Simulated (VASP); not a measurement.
Wanted: the native input for a VASP 6.6.1 run.

```yaml
Task: single point
Functional: LDA
Potentials_or_basis: VASP PAW LDA potentials, release 64 (Rh_pv)
Cutoff: 520 eV
k_mesh: 10 × 10 × 3
Occupations: fermi-dirac, width 0.05 eV
Spin: no spin polarisation
Dipole_correction: no
Further_INCAR_settings: ALGO = Normal; EDIFF = 1e-06; NBANDS = 38
```

The structure of Rh lies in POSCAR:

```
Rh
1.0
    2.7445373292      0.0000000000      0.0000000000
   -1.3722686646      2.3768390473      0.0000000000
    0.0000000000      0.0000000000      8.9706251171
Rh
4
Direct
    0.0000000000      0.0000000000      0.0000000000
    0.3333333333      0.6666666667      0.2500000000
    0.0000000000      0.0000000000      0.5000000000
    0.6666666667      0.3333333333      0.7500000000
```

One way to write it, as run:

INCAR

```
PREC = Accurate
ENCUT = 520
EDIFF = 1E-6
ISMEAR = -1
SIGMA = 0.05
LREAL = F
LASPH = T
NELM = 100
ALGO = Normal
ISIF = 2
LWAVE = F
LCHARG = F
NBANDS = 38
```

KPOINTS

```
regular mesh
0
Gamma
  10 10 3
```

Potentials or basis: VASP PAW LDA potentials, release 64 (Rh_pv).

Run with:

```sh
$ cat potpaw_LDA.64/Rh_pv/POTCAR > POTCAR
$ mpirun -np 1 vasp_std > vasp.out
```

Results of the run:

The pressure is -23.8 GPa and the band gap on the k mesh is zero (band 30 reaches 11.35 eV, above the bottom of band 31 at 9.68 eV).

It took 81 s on 1 thread of Intel Xeon 8259CL (shared host), peak memory 0.17 GiB.
